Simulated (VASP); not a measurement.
A run of VASP 6.6.1 is set up as follows.

Contents of INCAR:

```
PREC = Accurate
ENCUT = 600
EDIFF = 1E-6
ISMEAR = 0
SIGMA = 0.1
LREAL = False
LASPH = True
NELM = 60
ALGO = Fast
ISIF = 4
LWAVE = False
LCHARG = False
GGA = PE
IBRION = 2
NSW = 50
EDIFFG = -0.01
```

Contents of KPOINTS:

```
regular mesh
0
Gamma
  21 21 12
```

The input POSCAR:

```
Be
1.0
    2.3077118486      0.0000000000      0.0000000000
   -1.1538559243      1.9985370855      0.0000000000
    0.0000000000      0.0000000000      3.6329310147
Be
2
Direct
    0.3333333333      0.6666666667      0.2500000000
    0.6666666667      0.3333333333      0.7500000000
```

Potentials or basis: VASP PAW PBE potentials, release 64 (Be).

Run with:

```console
$ cat potpaw_PBE.64/Be/POTCAR > POTCAR
$ mpirun -np 1 vasp_std > vasp.out
```

What does it give for the band gap on the k mesh?

Zero (bands 2 and 3 overlap by 2.03 eV).

Stress tensor (GPa, compression positive):
```
-6.28  0.00  0.00
 0.00 -6.28  0.00
 0.00  0.00 -6.40
```
